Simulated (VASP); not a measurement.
# Mg3Sb2 (P-3m1) in VASP: single point with PBE

Aim: the single point of Mg3Sb2 with PBE.

All numbers are computed with VASP 6.6.1; they aren't measurements. Logs are shortened: lines on timing, memory, paths and dates and some standing lists are left out, and cuts for length are marked.

**1. The cell of the first run**

Symmetry: P-3m1, No. 164, trigonal system. The conventional cell has a = 4.594 Å, b = 4.594 Å, c = 7.274 Å, α = 90.00°, β = 90.00°, γ = 120.00°. Within 3.8 Å of Mg (site symmetry 3m) lie 4 Sb at 2.85 to 2.96 Å and 6 Mg at 3.27 to 3.77 Å. Within 4.1 Å of Mg (site symmetry -3m) lie 6 Sb at 3.12 Å and 6 Mg at 3.77 Å. Within 3.8 Å of Sb (site symmetry 3m) lie 7 Mg at 2.85 to 3.12 Å.

**2. Single point, PBE, non-collinear spin, zero start, spin-orbit coupling**

POSCAR reads:

```
Mg3Sb2
1.0
    4.5938676660      0.0000000000      0.0000000000
   -2.2969338330      3.9784061003      0.0000000000
    0.0000000000      0.0000000000      7.2742753392
Mg Sb
3 2
Direct
    0.3333333333      0.6666666667      0.6319626151
    0.6666666667      0.3333333333      0.3680373849
    0.0000000000      0.0000000000      0.0000000000
    0.3333333333      0.6666666667      0.2256274637
    0.6666666667      0.3333333333      0.7743725363
```

INCAR.step1 reads:

```
PREC = Accurate
ENCUT = 520
EDIFF = 1E-6
ISMEAR = 0
SIGMA = 0.01
LREAL = False
LASPH = True
NELM = 200
ALGO = Normal
ISIF = 2
LWAVE = False
LCHARG = True
MAGMOM = 0 0 0 0 0 0 0 0 0 0 0 0 0 0 0
LSORBIT = True
GGA_COMPAT = False
LORBMOM = True
GGA = PE
NBANDS = 31
NEDOS = 2001
LORBIT = 11
KPAR = 4
```

KPOINTS.step1 reads:

```
regular mesh
0
Gamma
  12 12 6
```

INCAR.step2 reads:

```
PREC = Accurate
ENCUT = 520
EDIFF = 1E-6
ISMEAR = -5
SIGMA = 0.01
LREAL = False
LASPH = True
NELM = 200
ALGO = Normal
ISIF = 2
LWAVE = False
LCHARG = False
MAGMOM = 0 0 0 0 0 0 0 0 0 0 0 0 0 0 0
LORBIT = 11
LSORBIT = True
GGA_COMPAT = False
LORBMOM = True
GGA = PE
NEDOS = 1001
ICHARG = 11
KPAR = 4
```

KPOINTS.step2 reads:

```
regular mesh
0
Gamma
  18 18 9
```

Potentials or basis: VASP PAW PBE potentials, release 64 (Mg, Sb).

Command:

```bash
> cat potpaw_PBE.64/Mg/POTCAR potpaw_PBE.64/Sb/POTCAR > POTCAR
> cp INCAR.step1 INCAR
> cp KPOINTS.step1 KPOINTS
> mpirun -np 4 vasp_ncl > vasp.out
> cp INCAR.step2 INCAR
> cp KPOINTS.step2 KPOINTS
> mpirun -np 4 vasp_ncl > vasp.out
```

OUTCAR:

```text
PREC = Accurate
   ENCUT = 520
   EDIFF = 1E-6
   ISMEAR = -5
   LREAL = False
   LASPH = True
   NELM = 200
   ISIF = 2
   LORBIT = 11
   LSORBIT = True
   GGA = PE
   ICHARG = 11

 ion  position               nearest neighbor table
   1  0.333  0.667  0.632-   5 2.85   5 2.85   5 2.85   4 2.96   2 3.27   2 3.27   2 3.27
   2  0.667  0.333  0.368-   4 2.85   4 2.85   4 2.85   5 2.96   1 3.27   1 3.27   1 3.27
   3  0.000  0.000  0.000-   4 3.12   5 3.12   4 3.12   5 3.12   5 3.12   4 3.12
   4  0.333  0.667  0.226-   2 2.85   2 2.85   2 2.85   1 2.96   3 3.12   3 3.12   3 3.12
   5  0.667  0.333  0.774-   1 2.85   1 2.85   1 2.85   2 2.96   3 3.12   3 3.12   3 3.12

  LATTYP: Found a hexagonal cell.
 ALAT       =     4.5938676660
 C/A-ratio  =     1.5834751604

  Lattice vectors:

 A1 = (   4.5938676660,   0.0000000000,   0.0000000000)
 A2 = (  -2.2969338330,   3.9784061003,   0.0000000000)
 A3 = (   0.0000000000,   0.0000000000,   7.2742753392)

Analysis of symmetry for initial positions (statically):
=====================================================================
 Subroutine PRICEL returns:
 Original cell was already a primitive cell.

 Routine SETGRP: Setting up the symmetry group for a
 hexagonal supercell.

 Subroutine GETGRP returns: Found 12 space group operations
 (whereof 12 operations were pure point group operations)
 out of a pool of 24 trial point group operations.

The static configuration has the point symmetry D_3d.

Analysis of symmetry for dynamics (positions and initial velocities):
=====================================================================
 Subroutine PRICEL returns:
 Original cell was already a primitive cell.

 Routine SETGRP: Setting up the symmetry group for a
 hexagonal supercell.

 Subroutine GETGRP returns: Found 12 space group operations
 (whereof 12 operations were pure point group operations)
 out of a pool of 24 trial point group operations.

The dynamic configuration has the point symmetry D_3d.

Analysis of structural, dynamic, and magnetic symmetry:
=====================================================================
 Subroutine PRICEL returns:
 Original cell was already a primitive cell.

 Routine SETGRP: Setting up the symmetry group for a
 hexagonal supercell.

 Subroutine GETGRP returns: Found 12 space group operations
 (whereof 12 operations were pure point group operations)
 out of a pool of 24 trial point group operations.

The overall configuration has the point symmetry D_3d.

 Subroutine INISYM returns: Found 12 space group operations
 (whereof 12 operations are pure point group operations),
 and found     1 'primitive' translations

----------------------------------------------------------------------------------------

                                     Primitive cell

  volume of cell :     132.9466

  direct lattice vectors                    reciprocal lattice vectors
     4.593867666  0.000000000  0.000000000     0.217681499  0.125678472  0.000000000
    -2.296933833  3.978406100  0.000000000     0.000000000  0.251356944  0.000000000
     0.000000000  0.000000000  7.274275339     0.000000000  0.000000000  0.137470738

  length of vectors
     4.593867666  4.593867666  7.274275339     0.251356944  0.251356944  0.137470738

  position of ions in fractional coordinates (direct lattice)
     0.333333333  0.666666667  0.631962615
     0.666666667  0.333333333  0.368037385
     0.000000000  0.000000000  0.000000000
     0.333333333  0.666666667  0.225627464
     0.666666667  0.333333333  0.774372536

  ion indices of the primitive-cell ions
   primitive index   ion index
                 1           1
                 2           2
                 3           3
                 4           4
                 5           5

----------------------------------------------------------------------------------------

 KPOINTS: regular mesh
[... 117 lines left out ...]
 E-fermi :   4.4555     XC(G=0):  -8.7382

 val. band max:        4.4702006447   @ k =   0.0000   0.0000   0.0000
 cond. band min:       4.4484237659   @ k =   0.0000   0.4444   0.3333
 fundamental gap:     -0.0217768788
 Fermi energy:         4.4554715875

 k-point     1 :       0.0000    0.0000    0.0000
  band No.  band energies     occupation
      1      -5.8779      1.00000
      2      -5.8779      1.00000
      3      -4.6585      1.00000
      4      -4.6585      1.00000
      5      -0.5279      1.00000
      6      -0.5279      1.00000
[... 637 lines left out ...]
     23       7.7851      0.00000
     24       7.7851      0.00000

 [... further k-points ...]

------------------------ aborting loop because EDIFF is reached ----------------------------------------

  FORCE on cell =-STRESS in cart. coord.  units (eV):
  Direction    XX          YY          ZZ          XY          YZ          ZX
  --------------------------------------------------------------------------------------
  -------------------------------------------------------------------------------------
  Total        0.0854619      0.0854619      0.0687837     -0.0000000      0.0000000      0.0000000
  in kB        1.0299255      1.0299255      0.8289316     -0.0000000      0.0000000      0.0000000
  external PRESSURE =       0.9629276 kB  Pullay stress =       0.0000000 kB

 VOLUME and BASIS-vectors are now :
 -----------------------------------------------------------------------------
  energy-cutoff  :      520.00
  volume of cell :      132.95
      direct lattice vectors                 reciprocal lattice vectors
     4.593867666  0.000000000  0.000000000     0.217681499  0.125678472  0.000000000
    -2.296933833  3.978406100  0.000000000     0.000000000  0.251356944  0.000000000
     0.000000000  0.000000000  7.274275339     0.000000000  0.000000000  0.137470738

 POSITION                                       TOTAL-FORCE (eV/Angst)
 -----------------------------------------------------------------------------------
     -0.00000      2.65227      4.59707        -0.000000      0.000000     -0.000311
      2.29693      1.32614      2.67721        -0.000000      0.000000      0.000311
      0.00000      0.00000      0.00000        -0.000000      0.000000      0.000000
     -0.00000      2.65227      1.64128         0.000000      0.000000     -0.012790
      2.29693      1.32614      5.63300        -0.000000      0.000000      0.012790
 -----------------------------------------------------------------------------------
    total drift:                               -0.000000      0.000000     -0.000000

  FREE ENERGIE OF THE ION-ELECTRON SYSTEM (eV)
  ---------------------------------------------------
  free  energy   TOTEN  =       -14.7663120928 eV

  energy  without entropy=      -14.7663120928  energy(sigma->0) =      -14.76631209

 orbital moment (x)

 # of ion     p       d       tot
 ----------------------------------------
  1        -0.000   0.000   0.000
  2        -0.000   0.000   0.000
  3         0.000   0.000   0.000
  4        -0.000  -0.000  -0.000
  5        -0.000  -0.000  -0.000
 ----------------------------------------
           -0.000   0.000  -0.000

 orbital moment (y)

 # of ion     p       d       tot
 ----------------------------------------
  1         0.000   0.000   0.000
  2        -0.000   0.000   0.000
  3         0.000   0.000   0.000
  4         0.000   0.000   0.000
  5         0.000   0.000   0.000
 ----------------------------------------
            0.000   0.000   0.000

 orbital moment (z)

 # of ion     p       d       tot
 ----------------------------------------
  1         0.000   0.000   0.000
  2         0.000   0.000   0.000
  3         0.000   0.000   0.000
  4         0.000  -0.000  -0.000
  5         0.000  -0.000  -0.000
 ----------------------------------------
            0.000  -0.000   0.000

 Spin-Orbit-Coupling matrix elements

 Ion:    1  E_soc:     -0.0001307
 l=   1
     0.0000000    -0.0000233    -0.0000186
    -0.0000233     0.0000000    -0.0000233
    -0.0000186    -0.0000233     0.0000000
 l=   2
     0.0000000     0.0000000     0.0000000     0.0000000    -0.0000000
     0.0000000     0.0000000    -0.0000000     0.0000000     0.0000000
     0.0000000    -0.0000000     0.0000000    -0.0000000     0.0000000
     0.0000000     0.0000000    -0.0000000     0.0000000     0.0000000
    -0.0000000     0.0000000     0.0000000     0.0000000     0.0000000
 l=   3
     0.0000000     0.0000000     0.0000000     0.0000000     0.0000000     0.0000000     0.0000000
     0.0000000     0.0000000     0.0000000     0.0000000     0.0000000     0.0000000     0.0000000
     0.0000000     0.0000000     0.0000000     0.0000000     0.0000000     0.0000000     0.0000000
     0.0000000     0.0000000     0.0000000     0.0000000     0.0000000     0.0000000     0.0000000
[... 69 lines left out ...]
 l=   2
     0.0000000    -0.0000119     0.0000000    -0.0000119    -0.0000399
    -0.0000119     0.0000000    -0.0000341    -0.0000139    -0.0000119
     0.0000000    -0.0000341     0.0000000    -0.0000341     0.0000000
    -0.0000119    -0.0000139    -0.0000341     0.0000000    -0.0000119
    -0.0000399    -0.0000119     0.0000000    -0.0000119     0.0000000
 l=   3
     0.0000000     0.0000000     0.0000000     0.0000000     0.0000000     0.0000000     0.0000000
     0.0000000     0.0000000     0.0000000     0.0000000     0.0000000     0.0000000     0.0000000
     0.0000000     0.0000000     0.0000000     0.0000000     0.0000000     0.0000000     0.0000000
     0.0000000     0.0000000     0.0000000     0.0000000     0.0000000     0.0000000     0.0000000
     0.0000000     0.0000000     0.0000000     0.0000000     0.0000000     0.0000000     0.0000000
     0.0000000     0.0000000     0.0000000     0.0000000     0.0000000     0.0000000     0.0000000
     0.0000000     0.0000000     0.0000000     0.0000000     0.0000000     0.0000000     0.0000000

 total charge

# of ion       s       p       d       tot
------------------------------------------
    1        0.183   0.130   0.022   0.335
    2        0.183   0.130   0.022   0.335
    3        0.152   0.096   0.018   0.267
    4        1.121   1.405   0.012   2.538
    5        1.121   1.405   0.012   2.538
--------------------------------------------------
tot          2.760   3.167   0.086   6.013

 magnetization (x)

# of ion       s       p       d       tot
------------------------------------------
    1        0.000  -0.000  -0.000  -0.000
    2        0.000  -0.000  -0.000  -0.000
    3        0.000  -0.000   0.000  -0.000
    4        0.000   0.000   0.000   0.000
    5        0.000   0.000   0.000   0.000
--------------------------------------------------
tot          0.000  -0.000   0.000  -0.000

 magnetization (y)

# of ion       s       p       d       tot
------------------------------------------
    1        0.000   0.000   0.000   0.000
    2        0.000   0.000   0.000   0.000
    3        0.000   0.000   0.000   0.000
    4        0.000   0.000   0.000   0.000
    5        0.000   0.000   0.000   0.000
--------------------------------------------------
tot          0.000   0.000   0.000   0.000

 magnetization (z)

# of ion       s       p       d       tot
------------------------------------------
    1        0.000   0.000   0.000   0.000
    2        0.000   0.000   0.000   0.000
    3        0.000  -0.000  -0.000  -0.000
    4        0.000   0.000   0.000   0.000
    5        0.000   0.000   0.000   0.000
--------------------------------------------------
tot          0.000  -0.000  -0.000  -0.000
```

Wall time 8.4 min (4 MPI ranks of Intel Xeon Platinum 8488C (Sapphire Rapids), shared host); peak memory 1.5 GiB.

Results:

```yaml
Net_moment: 0.00 μB per cell
Valence_electrons_inside_the_program's_atomic_spheres: Mg 0.34, 0.27 (each value once); Sb 2.54
```

Moments on the atoms (μB; x, y, z):
```
Mg  0.00 0.00 0.00
Mg  0.00 0.00 0.00
Mg  0.00 0.00 0.00
Sb  0.00 0.00 0.00
Sb  0.00 0.00 0.00
```
